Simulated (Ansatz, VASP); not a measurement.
Two plane-wave programs on C

POSCAR

```
C
1.0
    1.1666250292      0.6735512746      3.5143613814
   -1.1666250292      0.6735512746      3.5143613814
    0.0000000000     -1.3471025493      3.5143613814
C
2
Direct
    0.1640000000      0.1640000000      0.1640000000
    0.8360000000      0.8360000000      0.8360000000
```

Contents of INCAR.step1:

```
PREC = Accurate
ENCUT = 520
ISMEAR = 0
SIGMA = 0.05
LREAL = F
LASPH = T
NELM = 60
NBANDS = 11
GGA = PE
ALGO = Normal
EDIFF = 1E-4
LWAVE = T
LCHARG = F
```

File INCAR.step2:

```
PREC = Accurate
ENCUT = 520
EDIFF = 1E-7
ISMEAR = 0
SIGMA = 0.05
LREAL = F
LASPH = T
NELM = 60
ALGO = Normal
ISIF = 2
LWAVE = F
LCHARG = F
METAGGA = R2SCAN
LMIXTAU = T
NBANDS = 11
ISTART = 1
```

Contents of KPOINTS:

```
regular mesh
0
Gamma
  12 12 12
```

Input for Ansatz:

```yaml
crystal:
  lattice:
    - [1.1666250292, 0.6735512746, 3.5143613814]
    - [-1.1666250292, 0.6735512746, 3.5143613814]
    - [0.0, -1.3471025493, 3.5143613814]
  atoms:
    - { symbol: C, position: [0.164, 0.164, 0.164] }
    - { symbol: C, position: [0.836, 0.836, 0.836] }
basis:
  ecutwfc: 500
kpoints:
  mp_grid: { grid: [12, 12, 12] }
hamiltonian:
  xc: r2scan
scf:
  occupations: { method: gaussian, width: 0.05 }
output:
  forces: true
  stress: true
  eigenvalues: true
```

Change from the starting cell: strain -0.050 along x and y, +0.050 along z, atoms carried along.

Alike in both runs: task single point; functional r2SCAN; k mesh 12 × 12 × 12; occupations gaussian, width 0.05 eV; no spin polarisation.

|  | VASP | Ansatz |
| --- | --- | --- |
| version | VASP 6.6.1 | Ansatz 0.2.0 |
| potentials or method | VASP PAW PBE potentials, release 64 (C), cutoff 520 eV | scalar-relativistic, plane waves, PAW |
| valence electrons in the cell | 8 | 8 |

Ansatz gave:

* gap on the k mesh at the Fermi level (eV): 0.56
* least direct gap on the mesh (eV): 0.56
* pressure (GPa): 51.7
* traceless stress, the component that is largest in VASP (GPa): -52.71
* rms of the force components (eV/Å): 0.524

**Question.** Estimate VASP's values.

**Answer.** gap on the k mesh at the Fermi level (eV): 0.56; least direct gap on the mesh (eV): 0.56; pressure (GPa): 52.4; traceless stress, the component that is largest in VASP (GPa): -53.57; rms of the force components (eV/Å): 0.519.

VASP's potentials were made for PBE, not for r2SCAN. Atom by atom the forces differ by 0.005 eV/Å (rms over components). Both programs put the cell under a high pressure, so it lies far from rest at this level.
